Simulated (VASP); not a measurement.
A run of VASP 6.6.1:

Contents of INCAR:

```
SYSTEM = Bi
  PREC = Accurate
  ENCUT = 520
  EDIFF = 1E-7
  ISMEAR = -1
  SIGMA = 0.1
  LREAL = .FALSE.
  LASPH = .TRUE.
  NELM = 150
  ALGO = Normal
  ISIF = 2
  LWAVE = .FALSE.
  LCHARG = .FALSE.
  LNONCOLLINEAR = .TRUE.
  MAGMOM = 0 0 0 0 0 0
  LORBIT = 11
  LSORBIT = .TRUE.
  GGA_COMPAT = .FALSE.
  LORBMOM = .TRUE.
  GGA = CA
  NBANDS = 42
```

KPOINTS

```
regular mesh
0
G
  8 8 8
  0 0 0
```

POSCAR

```
Bi
1.0
    0.0000000000      3.5544524149      3.5544524149
    3.5544524149      0.0000000000      3.5544524149
    3.5544524149      3.5544524149      0.0000000000
Bi
2
Direct
    0.1250000000      0.1250000000      0.1250000000
    0.8750000000      0.8750000000      0.8750000000
```

Potentials or basis: VASP PAW LDA potentials, release 64 (Bi_d).

Launch:

```bash
$ cat potpaw_LDA.64/Bi_d/POTCAR > POTCAR
$ mpirun -np 1 vasp_ncl > vasp.out
```

Hardware: 1 thread of Intel Xeon 8259CL, on a shared host.

Problem. How long does it take, and how much memory?

Solution. It took 11 min on 1 thread of Intel Xeon 8259CL, with other jobs on the host, peak memory 0.42 GiB. Counts: scf iterations 13, k points 29.
